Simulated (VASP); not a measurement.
Set up this calculation in VASP 6.6.1, as the native input.

* Task: single point
* Functional: PBEsol
* Potentials or basis: VASP PAW PBE potentials, release 64 (Cs_sv, I, Sn_d)
* Cutoff: 520 eV
* k mesh: 5 × 5 × 5
* Occupations: fermi-dirac, width 0.05 eV
* Spin: no spin polarisation
* Dipole correction: no
* Further INCAR settings: ALGO = Normal; EDIFF = 1e-07; NBANDS = 30

The structure of CsSnI3 lies in POSCAR:

```
CsSnI3
1.0
    6.1218289079      0.0000000000      0.0000000000
    0.0000000000      6.1218289079      0.0000000000
    0.0000000000      0.0000000000      6.1218289079
Cs I Sn
1 3 1
Direct
    0.0000000000      0.0000000000      0.0000000000
    0.5000000000      0.5000000000      0.0000000000
    0.5000000000      0.0000000000      0.5000000000
    0.0000000000      0.5000000000      0.5000000000
    0.5000000000      0.5000000000      0.5000000000
```

This cell differs from its parent crystal: volume scaled by 0.96.

The input as run:

INCAR

```
PREC = Accurate
ENCUT = 520
EDIFF = 1E-7
ISMEAR = -1
SIGMA = 0.05
LREAL = False
LASPH = True
NELM = 60
ALGO = Normal
ISIF = 2
LWAVE = False
LCHARG = False
GGA = PS
NBANDS = 30
```

KPOINTS

```
regular mesh
0
Gamma
  5 5 5
```

Potentials or basis: VASP PAW PBE potentials, release 64 (Cs_sv, I, Sn_d).

Launch:

```console
$ cat potpaw_PBE.64/Cs_sv/POTCAR potpaw_PBE.64/I/POTCAR potpaw_PBE.64/Sn_d/POTCAR > POTCAR
$ mpirun -np 1 vasp_std > vasp.out
```

It gave:

| Quantity | Value |
| --- | --- |
| Pressure | 0.0 GPa |
| Band gap on the k mesh | 1.69 eV, direct |

Caveat: the PAW data sets were made with another functional, which shifts forces and pressure a little; spin-orbit coupling is left out, which moves the levels of the heavy elements.

Wall time 84 s on 1 thread of Intel(R) Xeon(R) Platinum 8375C CPU @ 2.90GHz (Ice Lake) (shared host), peak memory 0.35 GiB.
